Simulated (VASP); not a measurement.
# Al4Co3 in VASP: further runs

Runs on Al4Co3. Level: PBEsol. Tasks: single point.

All numbers are computed with VASP 6.6.1; they aren't measurements. Logs are shortened: lines on timing, memory, paths and dates and some standing lists are left out, and cuts for length are marked.

### Step 1. The cell of the first run

The cell holds a slab with vacuum, 7 atoms: a = 2.823 Å, b = 2.823 Å, c = 23.468 Å, α = 90.00°, β = 90.00°, γ = 90.00°.

### Step 2. Single point, PBEsol

File INCAR:

```
PREC     = Accurate       # precision mode
ENCUT    = 520            # plane-wave cutoff, eV
EDIFF    = 1E-6           # SCF threshold, eV
ISMEAR   = 0              # smearing method
SIGMA    = 0.1            # smearing width, eV
LREAL    = F              # projectors in reciprocal space
LASPH    = T              # aspherical terms in the spheres
NELM     = 80             # most SCF steps
ALGO     = Fast           # electronic algorithm
ISIF     = 2              # what is computed and relaxed
LWAVE    = F              # write WAVECAR
LCHARG   = F              # write CHGCAR
LDIPOL   = T            
IDIPOL   = 3            
DIPOL    = 0.5 0.5 0.500
GGA      = PS             # functional
NBANDS   = 28             # bands
```

File KPOINTS:

```
Automatic mesh
0
Gamma
  12 12 1
```

File POSCAR:

```
Al4Co3
1.0
    2.8225855368      0.0000000000      0.0000000000
    0.0000000000      2.8225855368      0.0000000000
    0.0000000000      0.0000000000     23.4677566103
Al Co
4 3
Direct
    0.0000000000      0.0000000000      0.3195874290
    0.0000000000      0.0000000000      0.4398624763
    0.0000000000      0.0000000000      0.5601375237
    0.0000000000      0.0000000000      0.6804125710
    0.5000000000      0.5000000000      0.3797249527
    0.5000000000      0.5000000000      0.5000000000
    0.5000000000      0.5000000000      0.6202750473
```

Potentials or basis: VASP PAW PBE potentials, release 64 (Al, Co).

On the command line:

```
cat potpaw_PBE.64/Al/POTCAR potpaw_PBE.64/Co/POTCAR > POTCAR
mpirun -np 1 vasp_std > vasp.out
```

OUTCAR:

```text
PREC = Accurate
   ENCUT = 520
   EDIFF = 1E-6
   ISMEAR = 0
   LREAL = F
   LASPH = T
   NELM = 80
   ISIF = 2
   GGA = PS

 ion  position               nearest neighbor table
   1  0.000  0.000  0.320-   5 2.44   5 2.44   5 2.44   5 2.44   2 2.82
   2  0.000  0.000  0.440-   5 2.44   5 2.44   5 2.44   5 2.44   6 2.44   6 2.44   6 2.44   6 2.44
                             1 2.82   3 2.82
   3  0.000  0.000  0.560-   7 2.44   7 2.44   7 2.44   7 2.44   6 2.44   6 2.44   6 2.44   6 2.44
                             4 2.82   2 2.82
   4  0.000  0.000  0.680-   7 2.44   7 2.44   7 2.44   7 2.44   3 2.82
   5  0.500  0.500  0.380-   2 2.44   2 2.44   2 2.44   2 2.44   1 2.44   1 2.44   1 2.44   1 2.44
                             6 2.82
   6  0.500  0.500  0.500-   2 2.44   3 2.44   2 2.44   3 2.44   2 2.44   3 2.44   2 2.44   3 2.44
                             5 2.82   7 2.82
   7  0.500  0.500  0.620-   3 2.44   3 2.44   3 2.44   3 2.44   4 2.44   4 2.44   4 2.44   4 2.44
                             6 2.82

  LATTYP: Found a simple tetragonal cell.
 ALAT       =     2.8225855368
 C/A-ratio  =     8.3142765044

  Lattice vectors:

 A1 = (   2.8225855368,   0.0000000000,   0.0000000000)
 A2 = (   0.0000000000,   2.8225855368,   0.0000000000)
 A3 = (   0.0000000000,   0.0000000000,  23.4677566103)

Analysis of symmetry for initial positions (statically):
=====================================================================
 Subroutine PRICEL returns:
 Original cell was already a primitive cell.

 Routine SETGRP: Setting up the symmetry group for a
 simple tetragonal supercell.

 Subroutine GETGRP returns: Found 16 space group operations
 (whereof 16 operations were pure point group operations)
 out of a pool of 16 trial point group operations.

The static configuration has the point symmetry D_4h.

Analysis of symmetry for dynamics (positions and initial velocities):
=====================================================================
 Subroutine PRICEL returns:
 Original cell was already a primitive cell.

 Routine SETGRP: Setting up the symmetry group for a
 simple tetragonal supercell.

 Subroutine GETGRP returns: Found 16 space group operations
 (whereof 16 operations were pure point group operations)
 out of a pool of 16 trial point group operations.

The dynamic configuration has the point symmetry D_4h.

 Subroutine INISYM returns: Found 16 space group operations
 (whereof 16 operations are pure point group operations),
 and found     1 'primitive' translations

----------------------------------------------------------------------------------------

                                     Primitive cell

  volume of cell :     186.9674

  direct lattice vectors                    reciprocal lattice vectors
     2.822585537  0.000000000  0.000000000     0.354285100  0.000000000  0.000000000
     0.000000000  2.822585537  0.000000000     0.000000000  0.354285100  0.000000000
     0.000000000  0.000000000 23.467756610     0.000000000  0.000000000  0.042611657

  length of vectors
     2.822585537  2.822585537 23.467756610     0.354285100  0.354285100  0.042611657

  position of ions in fractional coordinates (direct lattice)
     0.000000000  0.000000000  0.319587429
     0.000000000  0.000000000  0.439862476
     0.000000000  0.000000000  0.560137524
     0.000000000  0.000000000  0.680412571
     0.500000000  0.500000000  0.379724953
     0.500000000  0.500000000  0.500000000
     0.500000000  0.500000000  0.620275047

  ion indices of the primitive-cell ions
   primitive index   ion index
                 1           1
                 2           2
                 3           3
                 4           4
                 5           5
                 6           6
                 7           7

----------------------------------------------------------------------------------------

 KPOINTS: Automatic mesh

Automatic generation of k-mesh.
 Grid dimensions read from file:
 generate k-points for:   12   12    1

 Generating k-lattice:

  Cartesian coordinates                     Fractional coordinates (reciprocal lattice)
     0.029523758  0.000000000  0.000000000     0.083333333  0.000000000  0.000000000
     0.000000000  0.029523758  0.000000000     0.000000000  0.083333333  0.000000000
     0.000000000  0.000000000  0.042611657     0.000000000  0.000000000  1.000000000

  Length of vectors
     0.029523758  0.029523758  0.042611657

  Shift w.r.t. Gamma in fractional coordinates (k-lattice)
     0.000000000  0.000000000  0.000000000

 Subroutine IBZKPT returns following result:
 ===========================================

 Found     28 irreducible k-points:

 Following reciprocal coordinates:
            Coordinates               Weight
  0.000000  0.000000  0.000000      1.000000
  0.083333  0.000000  0.000000      4.000000
  0.166667  0.000000  0.000000      4.000000
  0.250000  0.000000  0.000000      4.000000
  0.333333  0.000000  0.000000      4.000000
  0.416667  0.000000  0.000000      4.000000
[... 16 lines left out ...]
  0.333333  0.333333  0.000000      4.000000
  0.416667  0.333333  0.000000      8.000000
 [... further k-points ...]
   k-points           NKPTS =     28   k-points in BZ     NKDIM =     28   number of bands    NBANDS=     28
   number of dos      NEDOS =    301   number of ions     NIONS =      7
   total plane-waves  NPLWV = 103680
   dimension x,y,z NGX =    24 NGY =   24 NGZ =  180
   dimension x,y,z NGXF=    48 NGYF=   48 NGZF=  360
   ions per type =               4   3
   NGX,Y,Z   is equivalent  to a cutoff of  14.14, 14.14, 12.75 a.u.
   NGXF,Y,Z  is equivalent  to a cutoff of  28.27, 28.27, 25.50 a.u.
 SYSTEM =  unknown system
   PREC   = accura    normal or accurate (medium, high low for compatibility)
   ISTART =      0    job   : 0-new  1-cont  2-samecut
   ICHARG =      2    charge: 1-file 2-atom 10-const
   ISPIN  =      1    spin polarized calculation?
   LNONCOLLINEAR =      F non collinear calculations
   LSORBIT =      F    spin-orbit coupling
   LASPH  =      T    aspherical Exc in radial PAW
   ENCUT  =  520.0 eV  38.22 Ry    6.18 a.u.   5.25  5.25 43.63*2*pi/ulx,y,z
   NELM   =     80;   NELMIN=  2; NELMDL= -5     # of ELM steps
   EDIFF  = 0.1E-05   stopping-criterion for ELM
   LREAL  =      F    real-space projection
   EDIFFG = 0.1E-04   stopping-criterion for IOM
   NSW    =      0    number of steps for IOM
   IBRION =     -1    ionic relax: 0-MD 1-quasi-New 2-CG
   NFREE  =      0    steps in history (QN), initial steepest desc. (CG)
   ISIF   =      2    stress and relaxation
   ISYM   =      2    0-nonsym 1-usesym 2-fastsym
   POTIM  = 0.5000    time-step for ionic-motion
   TEBEG  =    0.0;   TEEND  =   0.0 temperature during run
   PSTRESS=    0.0 pullay stress
   NELECT =      39.0000    total number of electrons
   NUPDOWN=      -1.0000    fix difference up-down
   EMIN   =  10.00;   EMAX   =-10.00  energy-range for DOS
   EFERMI =   0.00;   METHOD = LEGACY
   ISMEAR =     0;   SIGMA  =   0.10  broadening in eV -4-tet -1-fermi 0-gaus
   EFERMI_NEDOS =   21; number of points for ismear=-14 and -15
   IALGO  =     68    algorithm
   IMIX   =      4    mixing-type and parameters
     AMIX     =   0.40;   BMIX     =  1.00
     AMIX_MAG =   1.60;   BMIX_MAG =  1.00
  volume/ion in A,a.u.               =      26.71       180.25
  Fermi-wavevector in a.u.,A,eV,Ry     =   0.970900  1.834735 12.825484  0.942647
  Thomas-Fermi vector in A             =   2.101073
   LORBIT       =      0    0 simple, 1 ext, 2 COOP (PROOUT), +10 PAW based schemes
   GGA     = PS    functional components
   LHFCALC =     F    Hartree Fock is set to
   AEXX    =    0.0000 exact exchange contribution
   IVDW    =     0    specifies the selected vdW correction
   LEPSILON=     F    determine dielectric tensor
   LRPA    =     F    only Hartree local field effects (RPA)
 non-spin polarized calculation
 RMM-DIIS sequential band-by-band and
 Gauss-broadening in eV      SIGMA  =   0.10
  energy-cutoff  :      520.00
  volume of cell :      186.97
 maximum number of plane-waves:      5112
 NGX is ok and might be reduce to    24
   NGX = 11   NGY = 11   NGZ = 87

 dipolmoment           0.000000      0.000000      0.000000 electrons x Angstroem

 number of electron      38.9999992 magnetization

 dipolmoment           0.000000      0.000000     -0.000000 electrons x Angstroem

 Free energy of the ion-electron system (eV)
  ---------------------------------------------------
  ext. energy  EPLUGINS =         0.00000000
  ---------------------------------------------------
  free energy    TOTEN  =       -41.78138910 eV

  energy without entropy =      -41.75007849  energy(sigma->0) =      -41.76573380

 E-fermi :   2.5007     XC(G=0):  -6.3349

 val. band max:        2.4940544975   @ k =   0.5000   0.2500   0.0000
 cond. band min:       2.5302628809   @ k =   0.5000   0.3333   0.0000
 fundamental gap:      0.0362083833
 Fermi energy:         2.5007427903

 k-point     1 :       0.0000    0.0000    0.0000
  band No.  band energies     occupation
      1      -8.4797      2.00000
      2      -7.6765      2.00000
      3      -6.3019      2.00000
      4      -4.6391      2.00000
      5      -2.8263      2.00000
      6      -1.3700      2.00000
[... 20 lines left out ...]
     27       8.9019      0.00000
     28       9.7726      0.00000

 k-point     2 :       0.0833    0.0000    0.0000
  band No.  band energies     occupation
      1      -8.3459      2.00000
      2      -7.5452      2.00000
      3      -6.1765      2.00000
      4      -4.5439      2.00000
      5      -2.7118      2.00000
      6      -1.2914      2.00000
[... 20 lines left out ...]
     27       9.0866      0.00000
     28       9.4387      0.00000

 k-point     3 :       0.1667    0.0000    0.0000
  band No.  band energies     occupation
      1      -7.9479      2.00000
      2      -7.1548      2.00000
      3      -5.8050      2.00000
      4      -4.2664      2.00000
      5      -2.3774      2.00000
      6      -1.0675      2.00000
[... 20 lines left out ...]
     27       8.7557      0.00000
     28       9.6147      0.00000

 k-point     4 :       0.2500    0.0000    0.0000
  band No.  band energies     occupation
      1      -7.2963      2.00000
      2      -6.5172      2.00000
      3      -5.2028      2.00000
      4      -3.8337      2.00000
      5      -1.8592      2.00000
      6      -0.9001      2.00000
[... 578 lines left out ...]
     27       7.3291      0.00000
     28       8.3373      0.00000

 k-point    23 :       0.3333    0.3333    0.0000
  band No.  band energies     occupation
      1      -4.5963      2.00000
      2      -3.9390      2.00000
      3      -2.8691      2.00000
      4      -2.1767      2.00000
      5      -1.0283      2.00000
      6      -0.9167      2.00000
[... 20 lines left out ...]
     27       5.8691      0.00000
     28       6.9007      0.00000

 k-point    24 :       0.4167    0.3333    0.0000
  band No.  band energies     occupation
      1      -3.7507      2.00000
      2      -3.1960      2.00000
      3      -2.2898      2.00000
      4      -1.8036      2.00000
      5      -1.5478      2.00000
      6      -1.2470      2.00000
[... 20 lines left out ...]
     27       6.2989      0.00000
     28       6.7694      0.00000

 [... further k-points ...]

------------------------ aborting loop because EDIFF is reached ----------------------------------------

 vacuum level on the upper side and lower side of the slab       (xc-potential included)        -0.223        -0.223

  FORCE on cell =-STRESS in cart. coord.  units (eV):
  Direction    XX          YY          ZZ          XY          YZ          ZX
  --------------------------------------------------------------------------------------
  -------------------------------------------------------------------------------------
  Total       -2.5079208     -2.5079208      1.0666778      0.0000000      0.0000000     -0.0000000
  in kB      -21.4910981    -21.4910981      9.1406700      0.0000000      0.0000000     -0.0000000
  external PRESSURE =     -11.2805087 kB  Pullay stress =       0.0000000 kB

 VOLUME and BASIS-vectors are now :
 -----------------------------------------------------------------------------
  energy-cutoff  :      520.00
  volume of cell :      186.97
      direct lattice vectors                 reciprocal lattice vectors
     2.822585537  0.000000000  0.000000000     0.354285100  0.000000000  0.000000000
     0.000000000  2.822585537  0.000000000     0.000000000  0.354285100  0.000000000
     0.000000000  0.000000000 23.467756610     0.000000000  0.000000000  0.042611657

 POSITION                                       TOTAL-FORCE (eV/Angst)
 -----------------------------------------------------------------------------------
      0.00000      0.00000      7.50000         0.000000     -0.000000      0.247764
      0.00000      0.00000     10.32259         0.000000     -0.000000      0.186380
      0.00000      0.00000     13.14517         0.000000     -0.000000     -0.186380
      0.00000      0.00000     15.96776         0.000000     -0.000000     -0.247764
      1.41129      1.41129      8.91129        -0.000000      0.000000     -0.653480
      1.41129      1.41129     11.73388         0.000000     -0.000000      0.000000
      1.41129      1.41129     14.55646         0.000000      0.000000      0.653480
 -----------------------------------------------------------------------------------
    total drift:                                0.000000      0.000000     -0.000000

  FREE ENERGIE OF THE ION-ELECTRON SYSTEM (eV)
  ---------------------------------------------------
  free  energy   TOTEN  =       -41.7813891047 eV

  energy  without entropy=      -41.7500784877  energy(sigma->0) =      -41.76573380

 vacuum level on the upper side and lower side of the slab         6.436         6.436
```

It took 7.5 min on 1 thread of Intel Xeon Platinum 8488C (Sapphire Rapids), shared host; peak memory 0.38 GiB.

What came out:

- Free energy: -41.7814 eV
- Largest force: 0.653 eV/Å

Forces in eV/Å, atoms in the order of the input:
```
Al   0.000  0.000  0.248
Al   0.000  0.000  0.186
Al   0.000  0.000 -0.186
Al   0.000  0.000 -0.248
Co   0.000  0.000 -0.653
Co   0.000  0.000  0.000
Co   0.000  0.000  0.653
```

Caveat: the PAW data sets were made with another functional, which shifts forces and pressure a little.

### Step 3. Single point, PBEsol

File INCAR:

```
SYSTEM = Al4Co3
  PREC = Accurate
  ENCUT = 520
  EDIFF = 1E-6
  ISMEAR = 0
  SIGMA = 0.1
  LREAL = .False.
  LASPH = .True.
  NELM = 60
  ALGO = Fast
  ISIF = 2
  LWAVE = .False.
  LCHARG = .True.
  LDIPOL = .True.
  IDIPOL = 3
  DIPOL = 0.5 0.5 0.500
  GGA = PS
  LELF = .True.
  LVHAR = .True.
  LVACPOTAV = .True.
  NBANDS = 28
```

File KPOINTS:

```
regular mesh
0
Gamma
  12 12 1
  0 0 0
```

File POSCAR:

```
Al4Co3
1.0
    2.8225855368      0.0000000000      0.0000000000
    0.0000000000      2.8225855368      0.0000000000
    0.0000000000      0.0000000000     23.4677566103
Al Co
4 3
Direct
    0.0000000000      0.0000000000      0.3188247603
    0.0000000000      0.0000000000      0.4391244781
    0.0000000000      0.0000000000      0.5608754935
    0.0000000000      0.0000000000      0.6811752725
    0.5000000000      0.5000000000      0.3752662885
    0.5000000000      0.5000000000      0.4999999439
    0.5000000000      0.5000000000      0.6247337631
```

Potentials or basis: VASP PAW PBE potentials, release 64 (Al, Co).

On the command line:

```
cat potpaw_PBE.64/Al/POTCAR potpaw_PBE.64/Co/POTCAR > POTCAR
mpirun -np 1 vasp_std > vasp.out
```

It took 7 min on 1 thread of Intel Xeon Platinum 8488C (Sapphire Rapids), shared host; peak memory 0.38 GiB.

It converged, with:

* Free energy: -41.8404 eV
* Largest force: 0.009 eV/Å

Forces on the atoms (eV/Å):
```
Al   0.000  0.000 -0.005
Al   0.000  0.000 -0.007
Al   0.000  0.000  0.007
Al   0.000  0.000  0.005
Co   0.000  0.000  0.009
Co   0.000  0.000  0.000
Co   0.000  0.000 -0.009
```

Levels at points of the mesh, in eV from the Fermi level:
| k point | band 17 | band 18 | band 19 | band 20 | band 21 | band 22 | band 23 | band 24 |
| --- | --- | --- | --- | --- | --- | --- | --- | --- |
| (0.00, 0.00, 0.00) | -0.91 | -0.91 | -0.69 | -0.40 | -0.37 | 0.86 | 2.63 | 3.52 |
| (0.50, 0.00, 0.00) | -1.36 | -1.20 | -0.87 | -0.12 | 0.02 | 0.20 | 0.21 | 0.22 |
| (0.50, 0.50, 0.00) | -0.35 | -0.35 | -0.16 | 0.87 | 0.87 | 2.44 | 2.56 | 2.59 |

Caveat: the PAW data sets were made with another functional, which shifts forces and pressure a little. Spin polarisation is off, so any magnetic state and its effect on volume and gap are missing.
